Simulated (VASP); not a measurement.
Wanted: the native input for a VASP 6.6.1 run.

- Task: single point
- Functional: PBE
- Dispersion: D3(BJ)
- Potentials or basis: VASP PAW PBE potentials, release 64 (W_sv, S)
- Cutoff: 520 eV
- k mesh: 12 × 12 × 12
- Occupations: gaussian, width 0.05 eV
- Spin: no spin polarisation
- Dipole correction: no
- Further INCAR settings: ALGO = Normal; EDIFF = 1e-06; NBANDS = 20

The structure of WS2 lies in POSCAR:

```
WS2
1.0
    1.5470500000      0.8931897339      5.4597666667
   -1.5470500000      0.8931897339      5.4597666667
    0.0000000000     -1.7863794679      5.4597666667
W S
1 2
Direct
    0.9993440419      0.9993440419      0.9993440419
    0.7527816504      0.7527816504      0.7527816504
    0.5791743077      0.5791743077      0.5791743077
```

The input as run:

INCAR

```
PREC = Accurate ; ENCUT = 520
EDIFF = 1E-6 ; ISMEAR = 0
SIGMA = 0.05 ; LREAL = False
LASPH = True ; NELM = 100
ALGO = Normal ; ISIF = 2
LWAVE = False ; LCHARG = False
GGA = PE ; IVDW = 12
NBANDS = 20
```

KPOINTS

```
regular mesh
0
Gamma
  12 12 12
```

Potentials or basis: VASP PAW PBE potentials, release 64 (W_sv, S).

Run with:

```console
$ cat potpaw_PBE.64/W_sv/POTCAR potpaw_PBE.64/S/POTCAR > POTCAR
$ mpirun -np 1 vasp_std > vasp.out
```

Results of the run:

| Property | Result |
| --- | --- |
| Pressure | 33.8 GPa |
| Largest force | 4.108 eV/Å |
| Band gap on the k mesh | zero (bands 13 and 14 overlap by 0.16 eV) |
| Dispersion energy per atom | -0.508 eV |

Caveat: the stress differs along the axes, from 27 to 47 GPa; spin-orbit coupling is left out, which moves the levels of the heavy elements; forces of over 1 eV/Å act on the atoms, so gaps and moduli don't describe the material at rest.

It took 3.6 min on 1 thread of Intel(R) Xeon(R) 6975P-C (Granite Rapids) (shared host), peak memory 0.44 GiB.
